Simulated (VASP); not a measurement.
Input of a VASP 6.6.1 run:

Contents of INCAR:

```
SYSTEM = InPd
ALGO     = Normal         ! electronic algorithm
EDIFF    = 1E-6           ! SCF threshold, eV
ENCUT    = 500            ! plane-wave cutoff, eV
GGA      = PE             ! functional
GGA_COMPAT= .False.      
ISIF     = 2              ! what is computed and relaxed
ISMEAR   = 0              ! smearing method
LASPH    = .True.         ! aspherical terms in the spheres
LCHARG   = .False.        ! write CHGCAR
LREAL    = .False.        ! projectors in reciprocal space
LWAVE    = .False.        ! write WAVECAR
NBANDS   = 18             ! bands
NELM     = 120            ! most SCF steps
PREC     = Accurate       ! precision mode
SIGMA    = 0.019000000000000003 ! smearing width, eV
```

File KPOINTS:

```
k-points
0
Gamma
  8 8 8
  0 0 0
```

The input POSCAR:

```
InPd
1.0
    3.2718847800      0.0000000000      0.0000000000
    0.0000000000      3.2718847800      0.0000000000
    0.0000000000      0.0000000000      3.2718847800
In Pd
1 1
Direct
    0.0000000000      0.0000000000      0.0000000000
    0.5000000000      0.5000000000      0.5000000000
```

Potentials or basis: VASP PAW PBE potentials, release 64 (In_d, Pd).

Command:

```sh
$ cat potpaw_PBE.64/In_d/POTCAR potpaw_PBE.64/Pd/POTCAR > POTCAR
$ mpirun -np 1 vasp_std > vasp.out
```

Q: Predict the pressure.

A: 3.7 GPa.
